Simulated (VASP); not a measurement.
## AlCu3: single point with LDA

The system is AlCu3.

```
CELL_PARAMETERS angstrom
0.22552 2.84780 2.84780
2.84780 0.22552 2.84780
2.84780 2.84780 0.22552
ATOMIC_POSITIONS crystal
Al 0.00000 0.00000 0.00000
Cu 0.50000 0.50000 0.50000
Cu 0.25000 0.25000 0.25000
Cu 0.75000 0.75000 0.75000
```

| Property | Result |
| --- | --- |
| Program | VASP 6.6.1 |
| Task | single point |
| Functional | LDA |
| Potentials or basis | VASP PAW LDA potentials, release 64 (Al, Cu) |
| Cutoff | 520 eV |
| k mesh | 14 × 14 × 14 |
| Occupations | gaussian, width 0.15 eV |
| Spin | no spin polarisation |

* Pressure: 33.1 GPa
* Largest force: 0.034 eV/Å
* Band gap on the k mesh: zero (bands 18 and 19 overlap by 6.66 eV)

Forces in eV/Å, atoms in the order of the input:
```
Al   0.000  0.000  0.000
Cu   0.000  0.000  0.000
Cu   0.019  0.019  0.019
Cu  -0.019 -0.019 -0.019
```

Stress tensor (GPa, compression positive):
```
 33.07 -11.58 -11.58
-11.58  33.07 -11.58
-11.58 -11.58  33.07
```

Levels at points of the mesh, in eV from the Fermi level:
| k point | band 15 | band 16 | band 17 | band 18 | band 19 | band 20 | band 21 | band 22 |
| --- | --- | --- | --- | --- | --- | --- | --- | --- |
| (0.00, 0.00, 0.00) | -2.91 | -2.91 | 2.36 | 3.31 | 4.57 | 4.57 | 5.18 | 5.18 |
| (0.50, 0.00, 0.00) | -2.95 | -2.91 | -2.54 | 2.07 | 2.71 | 2.74 | 3.29 | 4.39 |
| (0.50, 0.50, 0.00) | -2.93 | -2.77 | -2.67 | -2.45 | -2.02 | 1.90 | 3.65 | 10.83 |
| (0.50, 0.50, 0.50) | -2.91 | -2.91 | -2.60 | 3.52 | 3.52 | 4.09 | 4.09 | 5.62 |

It took 4.1 min on 1 thread of Intel(R) Xeon(R) 6975P-C (Granite Rapids), with other jobs on the host, peak memory 0.34 GiB.

Caveat: the cell stands under pressure.
